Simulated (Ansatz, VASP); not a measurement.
# One calculation of Co, two programs

```
CELL_PARAMETERS angstrom
2.56938 0.00000 0.00000
-1.28469 2.22515 0.00000
0.00000 0.00000 4.09100
ATOMIC_POSITIONS crystal
Co 0.33333 0.66667 0.25000
Co 0.66667 0.33333 0.75000
```

Change from the starting cell: equal xx and yy strain of +2 %, crystal datasets.

Alike in both runs: task electric field gradients; functional PBEsol; k mesh 19 × 19 × 10; occupations fermi-dirac, width 0.05 eV; collinear spin.

|  | VASP | Ansatz |
| --- | --- | --- |
| version | VASP 6.6.1 | Ansatz 0.2.0 |
| potentials or method | VASP PAW PBE potentials, release 64 (Co), cutoff 520 eV | all-electron PAW with datasets made for the crystal, scalar-relativistic |

VASP gave:

| Item | Value |
| --- | --- |
| pressure (GPa) | -22.3 |
| traceless stress, the component that is largest in VASP (GPa) | 2.03 |
| net moment per atom (μB) | 1.65 |
| size of the moment on the site where the two differ most (μB) | 1.68 |
| size of Vzz on the site where it differs most (V/Å²) | 7.7 |

Question: Estimate Ansatz's values.

Answer: Pressure (GPa): -22.0; traceless stress, the component that is largest in VASP (GPa): 2.24; net moment per atom (μB): 1.66; size of the moment on the site where the two differ most (μB): 1.74; size of Vzz on the site where it differs most (V/Å²): 6.6.

VASP's potentials were made for PBE, not for PBEsol. Site moments also hang on the region over which each program counts them. Ansatz ran all-electron here, and VASP with PAW potentials.
